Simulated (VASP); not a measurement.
Set up this calculation in VASP 6.6.1, as the native input.

```
Task                   : single point
Functional             : LDA
Potentials or basis    : VASP PAW LDA potentials, release 64 (Hf_pv, Si)
Cutoff                 : 500 eV
k mesh                 : 10 × 10 × 10
Occupations            : fermi-dirac, width 0.15 eV
Spin                   : no spin polarisation
Dipole correction      : no
Further INCAR settings : ALGO = Normal; EDIFF = 1e-06; NBANDS = 14
```

The structure of HfSi lies in POSCAR:

```
HfSi
1.0
    0.0000000000      2.6272000000      2.6272000000
    2.6272000000      0.0000000000      2.6272000000
    2.6272000000      2.6272000000      0.0000000000
Hf Si
1 1
Direct
    0.0000000000      0.0000000000      0.0000000000
    0.5000000000      0.5000000000      0.5000000000
```

This cell differs from its parent crystal: volume scaled by 1.000 of the coarse rest volume.

The input as run:

INCAR

```
ALGO = Normal
EDIFF = 1E-6
ENCUT = 500
GGA_COMPAT = F
ISIF = 2
ISMEAR = -1
LASPH = T
LCHARG = F
LREAL = F
LWAVE = F
NBANDS = 14
NELM = 120
PREC = Accurate
SIGMA = 0.15
```

KPOINTS

```
k-points
0
Gamma
  10 10 10
```

Potentials or basis: VASP PAW LDA potentials, release 64 (Hf_pv, Si).

Command:

```sh
$ cat potpaw_LDA.64/Hf_pv/POTCAR potpaw_LDA.64/Si/POTCAR > POTCAR
$ mpirun -np 1 vasp_std > vasp.out
```

Results of the run:

| Item | Value |
| --- | --- |
| Pressure | 0.2 GPa |
| Band gap on the k mesh | zero (band 7 reaches 6.79 eV, above the bottom of band 8 at 6.25 eV) |

Caveat: spin-orbit coupling is left out, which moves the levels of the heavy elements.

Run time: 19 s on 1 thread of Intel Xeon 6975P-C, on a shared host, peak memory 0.16 GiB.
